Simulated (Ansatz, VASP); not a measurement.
# Two plane-wave programs on Eu

```xyz
1
Lattice="-2.1940 2.1940 2.1940 2.1940 -2.1940 2.1940 2.1940 2.1940 -2.1940" Properties=species:S:1:pos:R:3 pbc="T T T"
Eu    0.0000    0.0000    0.0000
```

Alike in both runs: task single point; functional PBE; k mesh 10 × 10 × 10; occupations methfessel-paxton of order 1, width 0.01 eV; collinear spin.

|  | VASP | Ansatz |
| --- | --- | --- |
| version | VASP 6.6.1 | Ansatz 0.2.0 |
| potentials or method | VASP PAW PBE potentials, release 64 (Eu), cutoff 520 eV | plane waves (420 eV) with PAW, scalar-relativistic |
| valence electrons in the cell | 17 | 17 |

|  | VASP | Ansatz | Ansatz less VASP |
| --- | --- | --- | --- |
| pressure (GPa) | -0.2 | -0.2 | 0.00 |
| net moment per atom (μB) | 7.39 | 7.27 | -0.124 |
| size of the moment on the site where the two differ most (μB) | 6.70 | 7.02 | +0.319 |

The net moments are unlike, so the other rows may belong to different states. Site moments also hang on the region over which each program counts them. Ansatz's warnings: stability check not made.

Spin-orbit coupling is off throughout.
